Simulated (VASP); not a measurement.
# H6Os (P4/mmm) in VASP: a series of runs

Runs on H6Os. Level: PBE. Tasks: single point, relaxation of cell and atoms.

Program: VASP 6.6.1. These are calculated values, not measurements. Logs are shortened: lines on timing, memory, paths and dates and some standing lists are left out, and cuts for length are marked.

**1. The cell of the first run**

It takes space group P4/mmm (No. 123, tetragonal). The conventional cell has a = 3.812 Å, b = 3.812 Å, c = 2.571 Å, α = 90.00°, β = 90.00°, γ = 90.00°. H (site symmetry m2m) has 2 H at 1.34 Å and 1 Os at 1.75 Å within 1.8 Å. H (site symmetry mmm) has 8 H at 1.90 Å and 4 Os at 2.30 Å within 2.5 Å. Within 2.3 Å of Os (site symmetry 4/mmm) lie 12 H at 1.75 to 2.30 Å.

**2. Single point, PBE**

Input file INCAR:

```
ALGO = Normal
EDIFF = 1E-7
ENCUT = 520
GGA = PE
ISIF = 2
ISMEAR = 0
LASPH = T
LCHARG = T
LELF = T
LREAL = F
LVHAR = T
LWAVE = F
NBANDS = 16
NELM = 100
PREC = Accurate
SIGMA = 0.1
```

Input file KPOINTS:

```
k-points
0
Gamma
  10 10 14
```

Input file POSCAR:

```
H6Os
1.0
    3.8120215219      0.0000000000      0.0000000000
    0.0000000000      3.8120215219      0.0000000000
    0.0000000000      0.0000000000      2.5710653614
H Os
6 1
Direct
    0.3238301700      0.3238301700      0.5000000000
    0.6761698300      0.6761698300      0.5000000000
    0.6761698300      0.3238301700      0.5000000000
    0.3238301700      0.6761698300      0.5000000000
    0.0000000000      0.5000000000      0.0000000000
    0.5000000000      0.0000000000      0.0000000000
    0.0000000000      0.0000000000      0.5000000000
```

Potentials or basis: VASP PAW PBE potentials, release 64 (H, Os).

Run with:

```console
$ cat potpaw_PBE.64/H/POTCAR potpaw_PBE.64/Os/POTCAR > POTCAR
$ mpirun -np 1 vasp_std > vasp.out
```

OUTCAR:

```text
EDIFF = 1E-7
   ENCUT = 520
   GGA = PE
   ISIF = 2
   ISMEAR = 0
   LASPH = T
   LREAL = F
   NELM = 100
   PREC = Accurate

 ion  position               nearest neighbor table
   1  0.324  0.324  0.500-   7 1.75
   2  0.676  0.676  0.500-   7 1.75
   3  0.676  0.324  0.500-   7 1.75
   4  0.324  0.676  0.500-   7 1.75
   5  0.000  0.500  0.000-
   6  0.500  0.000  0.000-
   7  0.000  0.000  0.500-   1 1.75   2 1.75   3 1.75   4 1.75

  LATTYP: Found a simple tetragonal cell.
 ALAT       =     3.8120215219
 C/A-ratio  =     0.6744624464

  Lattice vectors:

 A1 = (   3.8120215219,   0.0000000000,   0.0000000000)
 A2 = (   0.0000000000,   3.8120215219,   0.0000000000)
 A3 = (   0.0000000000,   0.0000000000,   2.5710653614)

Analysis of symmetry for initial positions (statically):
=====================================================================
 Subroutine PRICEL returns:
 Original cell was already a primitive cell.

 Routine SETGRP: Setting up the symmetry group for a
 simple tetragonal supercell.

 Subroutine GETGRP returns: Found 16 space group operations
 (whereof 16 operations were pure point group operations)
 out of a pool of 16 trial point group operations.

The static configuration has the point symmetry D_4h.

Analysis of symmetry for dynamics (positions and initial velocities):
=====================================================================
 Subroutine PRICEL returns:
 Original cell was already a primitive cell.

 Routine SETGRP: Setting up the symmetry group for a
 simple tetragonal supercell.

 Subroutine GETGRP returns: Found 16 space group operations
 (whereof 16 operations were pure point group operations)
 out of a pool of 16 trial point group operations.

The dynamic configuration has the point symmetry D_4h.

 Subroutine INISYM returns: Found 16 space group operations
 (whereof 16 operations are pure point group operations),
 and found     1 'primitive' translations

----------------------------------------------------------------------------------------

                                     Primitive cell

  volume of cell :      37.3615

  direct lattice vectors                    reciprocal lattice vectors
     3.812021522  0.000000000  0.000000000     0.262328005  0.000000000  0.000000000
     0.000000000  3.812021522  0.000000000     0.000000000  0.262328005  0.000000000
     0.000000000  0.000000000  2.571065361     0.000000000  0.000000000  0.388943827

  length of vectors
     3.812021522  3.812021522  2.571065361     0.262328005  0.262328005  0.388943827

  position of ions in fractional coordinates (direct lattice)
     0.323830170  0.323830170  0.500000000
     0.676169830  0.676169830  0.500000000
     0.676169830  0.323830170  0.500000000
     0.323830170  0.676169830  0.500000000
     0.000000000  0.500000000  0.000000000
     0.500000000  0.000000000  0.000000000
     0.000000000  0.000000000  0.500000000

  ion indices of the primitive-cell ions
   primitive index   ion index
                 1           1
                 2           2
                 3           3
                 4           4
                 5           5
                 6           6
                 7           7

----------------------------------------------------------------------------------------

 KPOINTS: k-points

Automatic generation of k-mesh.
 Grid dimensions read from file:
 generate k-points for:   10   10   14

 Generating k-lattice:

  Cartesian coordinates                     Fractional coordinates (reciprocal lattice)
     0.026232800  0.000000000  0.000000000     0.100000000  0.000000000  0.000000000
     0.000000000  0.026232800  0.000000000     0.000000000  0.100000000  0.000000000
     0.000000000  0.000000000  0.027781702     0.000000000  0.000000000  0.071428571

  Length of vectors
     0.026232800  0.026232800  0.027781702

  Shift w.r.t. Gamma in fractional coordinates (k-lattice)
     0.000000000  0.000000000  0.000000000

 Subroutine IBZKPT returns following result:
 ===========================================

 Found    168 irreducible k-points:

 Following reciprocal coordinates:
            Coordinates               Weight
  0.000000  0.000000  0.000000      1.000000
  0.100000  0.000000  0.000000      4.000000
  0.200000  0.000000  0.000000      4.000000
  0.300000  0.000000  0.000000      4.000000
  0.400000  0.000000  0.000000      4.000000
  0.500000  0.000000  0.000000      2.000000
[... 16 lines left out ...]
  0.100000  0.000000  0.071429      8.000000
  0.200000  0.000000  0.071429      8.000000
 [... further k-points ...]
   k-points           NKPTS =    168   k-points in BZ     NKDIM =    168   number of bands    NBANDS=     16
   number of dos      NEDOS =    301   number of ions     NIONS =      7
   total plane-waves  NPLWV =  15680
   dimension x,y,z NGX =    28 NGY =   28 NGZ =   20
   dimension x,y,z NGXF=    56 NGYF=   56 NGZF=   40
   ions per type =               6   1
   NGX,Y,Z   is equivalent  to a cutoff of  12.21, 12.21, 12.93 a.u.
   NGXF,Y,Z  is equivalent  to a cutoff of  24.42, 24.42, 25.86 a.u.
 SYSTEM =  unknown system
   PREC   = accura    normal or accurate (medium, high low for compatibility)
   ISTART =      0    job   : 0-new  1-cont  2-samecut
   ICHARG =      2    charge: 1-file 2-atom 10-const
   ISPIN  =      1    spin polarized calculation?
   LNONCOLLINEAR =      F non collinear calculations
   LSORBIT =      F    spin-orbit coupling
   LASPH  =      T    aspherical Exc in radial PAW
   ENCUT  =  520.0 eV  38.22 Ry    6.18 a.u.   7.09  7.09  4.78*2*pi/ulx,y,z
   NELM   =    100;   NELMIN=  2; NELMDL= -5     # of ELM steps
   EDIFF  = 0.1E-06   stopping-criterion for ELM
   LREAL  =      F    real-space projection
   EDIFFG = 0.1E-05   stopping-criterion for IOM
   NSW    =      0    number of steps for IOM
   IBRION =     -1    ionic relax: 0-MD 1-quasi-New 2-CG
   NFREE  =      0    steps in history (QN), initial steepest desc. (CG)
   ISIF   =      2    stress and relaxation
   ISYM   =      2    0-nonsym 1-usesym 2-fastsym
   POTIM  = 0.5000    time-step for ionic-motion
   TEBEG  =    0.0;   TEEND  =   0.0 temperature during run
   PSTRESS=    0.0 pullay stress
   NELECT =      14.0000    total number of electrons
   NUPDOWN=      -1.0000    fix difference up-down
   EMIN   =  10.00;   EMAX   =-10.00  energy-range for DOS
   EFERMI =   0.00;   METHOD = LEGACY
   ISMEAR =     0;   SIGMA  =   0.10  broadening in eV -4-tet -1-fermi 0-gaus
   EFERMI_NEDOS =   21; number of points for ismear=-14 and -15
   IALGO  =     38    algorithm
   IMIX   =      4    mixing-type and parameters
     AMIX     =   0.40;   BMIX     =  1.00
     AMIX_MAG =   1.60;   BMIX_MAG =  1.00
  volume/ion in A,a.u.               =       5.34        36.02
  Fermi-wavevector in a.u.,A,eV,Ry     =   1.180256  2.230361 18.952975  1.393004
  Thomas-Fermi vector in A             =   2.316552
   LORBIT       =      0    0 simple, 1 ext, 2 COOP (PROOUT), +10 PAW based schemes
   GGA     = PE    functional components
   LHFCALC =     F    Hartree Fock is set to
   AEXX    =    0.0000 exact exchange contribution
   IVDW    =     0    specifies the selected vdW correction
   LEPSILON=     F    determine dielectric tensor
   LRPA    =     F    only Hartree local field effects (RPA)
 non-spin polarized calculation
 Gauss-broadening in eV      SIGMA  =   0.10
  energy-cutoff  :      520.00
  volume of cell :       37.36
 maximum number of plane-waves:      1028
   NGX = 15   NGY = 15   NGZ =  9

 number of electron      13.9999997 magnetization

 Free energy of the ion-electron system (eV)
  ---------------------------------------------------
  ext. energy  EPLUGINS =         0.00000000
  ---------------------------------------------------
  free energy    TOTEN  =       -25.56715080 eV

  energy without entropy =      -25.56076735  energy(sigma->0) =      -25.56395908

 E-fermi :   3.8420     XC(G=0): -11.3675

 val. band max:        3.8409936949   @ k =   0.1000   0.0000   0.4286
 cond. band min:       3.8451973978   @ k =   0.2000   0.2000   0.5000
 fundamental gap:      0.0042037029
 Fermi energy:         3.8419856342

 k-point     1 :       0.0000    0.0000    0.0000
  band No.  band energies     occupation
      1      -8.9247      2.00000
      2      -2.3632      2.00000
      3      -1.9978      2.00000
      4      -0.1873      2.00000
      5       1.2355      2.00000
      6       1.2355      2.00000
[... 8 lines left out ...]
     15      17.4503      0.00000
     16      21.7818      0.00000

 k-point     2 :       0.1000    0.0000    0.0000
  band No.  band energies     occupation
      1      -8.8072      2.00000
      2      -2.5061      2.00000
      3      -1.9871      2.00000
      4      -0.6235      2.00000
      5       0.9589      2.00000
      6       1.8308      2.00000
[... 8 lines left out ...]
     15      17.6168      0.00000
     16      20.5791      0.00000

 k-point     3 :       0.2000    0.0000    0.0000
  band No.  band energies     occupation
      1      -8.4592      2.00000
      2      -3.0748      2.00000
      3      -1.8859      2.00000
      4      -1.2589      2.00000
      5       0.6468      2.00000
      6       2.9306      2.00000
[... 8 lines left out ...]
     15      18.0985      0.00000
     16      19.0131      0.00000

 k-point     4 :       0.3000    0.0000    0.0000
  band No.  band energies     occupation
      1      -7.8940      2.00000
      2      -4.0179      2.00000
      3      -1.7604      2.00000
      4      -1.7408      2.00000
      5       0.7475      2.00000
      6       4.1538      0.00001
[... 8 lines left out ...]
     15      17.8646      0.00000
     16      18.8452      0.00000

 k-point     5 :       0.4000    0.0000    0.0000
  band No.  band energies     occupation
      1      -7.1388      2.00000
      2      -5.0910      2.00000
      3      -2.0719      2.00000
      4      -1.6316      2.00000
      5       1.2267      2.00000
      6       3.3617      2.00000
[... 8 lines left out ...]
     15      18.1383      0.00000
     16      19.7635      0.00000

 k-point     6 :       0.5000    0.0000    0.0000
  band No.  band energies     occupation
      1      -6.4110      2.00000
      2      -5.9373      2.00000
      3      -2.1771      2.00000
      4      -1.5928      2.00000
      5       1.6962      2.00000
      6       2.6894      2.00000
[... 8 lines left out ...]
     15      18.2424      0.00000
     16      20.4217      0.00000
[... 267 lines left out ...]
 k-point    21 :       0.5000    0.5000    0.0000
  band No.  band energies     occupation
      1      -6.1198      2.00000
      2      -3.5602      2.00000
      3      -3.5602      2.00000
      4      -2.1623      2.00000
      5       0.1844      2.00000
      6       2.5914      2.00000
[... 8 lines left out ...]
     15      19.7814      0.00000
     16      20.7358      0.00000

 k-point    22 :       0.0000    0.0000    0.0714
  band No.  band energies     occupation
      1      -8.8167      2.00000
      2      -2.2657      2.00000
      3      -1.7782      2.00000
      4      -0.1491      2.00000
      5       1.2551      2.00000
      6       1.2551      2.00000
[... 8 lines left out ...]
     15      17.3544      0.00000
     16      21.9580      0.00000

 k-point    23 :       0.1000    0.0000    0.0714
  band No.  band energies     occupation
      1      -8.6997      2.00000
      2      -2.4090      2.00000
      3      -1.7694      2.00000
      4      -0.5806      2.00000
      5       1.0014      2.00000
      6       1.8291      2.00000
[... 8 lines left out ...]
     15      17.6351      0.00000
     16      20.5640      0.00000

 k-point    24 :       0.2000    0.0000    0.0714
  band No.  band energies     occupation
      1      -8.3531      2.00000
      2      -2.9748      2.00000
      3      -1.6727      2.00000
      4      -1.2111      2.00000
      5       0.7131      2.00000
      6       2.8434      2.00000
[... 8 lines left out ...]
     15      18.1285      0.00000
     16      19.4623      0.00000

 [... further k-points ...]
[... 5 lines left out ...]
  --------------------------------------------------------------------------------------
  -------------------------------------------------------------------------------------
  Total        0.0787367      0.0787367     -0.0365708      0.0000000     -0.0000000      0.0000000
  in kB        3.3764798      3.3764798     -1.5682717      0.0000000     -0.0000000      0.0000000
  external PRESSURE =       1.7282293 kB  Pullay stress =       0.0000000 kB

 VOLUME and BASIS-vectors are now :
 -----------------------------------------------------------------------------
  energy-cutoff  :      520.00
  volume of cell :       37.36
      direct lattice vectors                 reciprocal lattice vectors
     3.812021522  0.000000000  0.000000000     0.262328005  0.000000000  0.000000000
     0.000000000  3.812021522  0.000000000     0.000000000  0.262328005  0.000000000
     0.000000000  0.000000000  2.571065361     0.000000000  0.000000000  0.388943827

 POSITION                                       TOTAL-FORCE (eV/Angst)
 -----------------------------------------------------------------------------------
      1.23445      1.23445      1.28553         0.023220      0.023220      0.000000
      2.57757      2.57757      1.28553        -0.023220     -0.023220     -0.000000
      2.57757      1.23445      1.28553        -0.023220      0.023220     -0.000000
      1.23445      2.57757      1.28553         0.023220     -0.023220      0.000000
      0.00000      1.90601      0.00000        -0.000000     -0.000000     -0.000000
      1.90601      0.00000      0.00000        -0.000000     -0.000000     -0.000000
      0.00000      0.00000      1.28553        -0.000000     -0.000000     -0.000000
 -----------------------------------------------------------------------------------
    total drift:                                0.000000     -0.000000     -0.000000

  FREE ENERGIE OF THE ION-ELECTRON SYSTEM (eV)
  ---------------------------------------------------
  free  energy   TOTEN  =       -25.5671508038 eV

  energy  without entropy=      -25.5607673471  energy(sigma->0) =      -25.56395908
```

It took 53 s on 1 thread of Intel Xeon Platinum 8375C at 2.90GHz (Ice Lake), shared host; peak memory 0.21 GiB.

What came out:

```
Free energy            : -25.5672 eV
Pressure               : 0.2 GPa
Largest force          : 0.033 eV/Å
Band gap on the k mesh : zero (band 7 reaches 4.61 eV, above the bottom of band 8 at 2.89 eV)
```

Forces in eV/Å, atoms in the order of the input:
```
H    0.023  0.023  0.000
H   -0.023 -0.023  0.000
H   -0.023  0.023  0.000
H    0.023 -0.023  0.000
H    0.000  0.000  0.000
H    0.000  0.000  0.000
Os   0.000  0.000  0.000
```

Stress tensor (GPa, compression positive):
```
 0.34  0.00  0.00
 0.00  0.34  0.00
 0.00  0.00 -0.16
```

Caveat: spin-orbit coupling is left out, which moves the levels of the heavy elements.

(Part 1 of 3 ends here.)
